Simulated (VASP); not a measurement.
Crystal: PtSe2.

```
Pt Se
1.0
     3.72400    0.00000    0.00000
    -1.86200    3.22508    0.00000
     0.00000    0.00000    5.06200
Pt Se
1 2
Direct
  0.00000 0.00000 0.00000
  0.33333 0.66667 0.25000
  0.66667 0.33333 0.75000
```

- Program: VASP 6.6.1
- Task: relaxation of the atoms
- Functional: PBE
- Dispersion: D3(BJ)
- Potentials or basis: VASP PAW PBE potentials, release 64 (Pt, Se)
- Cutoff: 450 eV
- k mesh: 15 × 15 × 8
- Occupations: gaussian, width 0.1 eV
- Spin: no spin polarisation

At the start: pressure 3.5 GPa; volume 20.27 Å³/atom.

Problem. How do energy, volume and symmetry change on relaxing?

Solution. Over 18 steps the energy falls by 9.7 meV/atom at a fixed cell; space group P-3m1 (No. 164, to 0.1 Å) before and after.

Step by step:
```csv
step,energy change (eV),largest force (eV/Å),pressure (GPa)
1,0.0000,0.5967,3.47
2,-0.0241,0.2445,1.62
3,-0.0291,0.0055,0.33
4,-0.0291,0.0061,0.39
5,-0.0291,0.0060,0.39
6,-0.0291,0.0059,0.39
7,-0.0291,0.0059,0.39
8,-0.0291,0.0059,0.39
9,-0.0291,0.0059,0.39
10,-0.0291,0.0059,0.39
11,-0.0291,0.0059,0.39
12,-0.0291,0.0058,0.39
13,-0.0291,0.0057,0.39
14,-0.0291,0.0056,0.39
15,-0.0291,0.0053,0.38
16,-0.0291,0.0046,0.38
17,-0.0291,0.0034,0.37
18,-0.0291,0.0008,0.36
```

Final structure:
```
Pt Se
1.0
     3.72400    0.00000    0.00000
    -1.86200    3.22508    0.00000
     0.00000    0.00000    5.06200
Pt Se
1 2
Direct
  0.00000 0.00000 0.00000
  0.33333 0.66667 0.25979
  0.66667 0.33333 0.74021
```
